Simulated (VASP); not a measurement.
The system is BeCd2O3.

```
Be Cd O
1.0
     2.85562   -3.84350    0.00000
     2.85562    3.84350    0.00000
     0.00000    0.00000    3.61379
Be Cd O
1 2 3
Direct
  0.50000 0.50000 0.00000
  0.00000 0.50000 0.50000
  0.50000 0.00000 0.50000
  0.31394 0.68606 0.00000
  0.68606 0.31394 0.00000
  0.00000 0.00000 0.50000
```

Base run:

```yaml
Program: VASP 6.6.1
Functional: PBEsol
Potentials_or_basis: VASP PAW PBE potentials, release 64 (Be, Cd, O)
Cutoff: 520 eV
k_mesh: 6 × 6 × 6
Occupations: fermi-dirac, width 0.03 eV
Spin: no spin polarisation
```

Its results: band gap on the k mesh zero (band 22 reaches 1.69 eV, above the bottom of band 23 at 1.53 eV); pressure 0.8 GPa; largest force 0.091 eV/Å.

**Question.** The run is repeated on the same cell with these changes: potentials or basis from VASP PAW PBE potentials, release 64 (Be, Cd, O) to VASP PAW PBE potentials, release 64 (Be, Cd_sv_GW, O); cutoff from 520 eV to 600 eV; further incar settings from ALGO = Normal; EDIFF = 1e-07; NBANDS = 31 to ALGO = Normal; EDIFF = 1e-06; NBANDS = 39; valence electrons from 44 to 60. What comes out?

**Answer.** Band gap on the k mesh zero (band 30 reaches 3.63 eV, above the bottom of band 31 at 3.45 eV); pressure -0.6 GPa; largest force 0.054 eV/Å.

Caveats: the PAW data sets were made with another functional, which shifts forces and pressure a little.
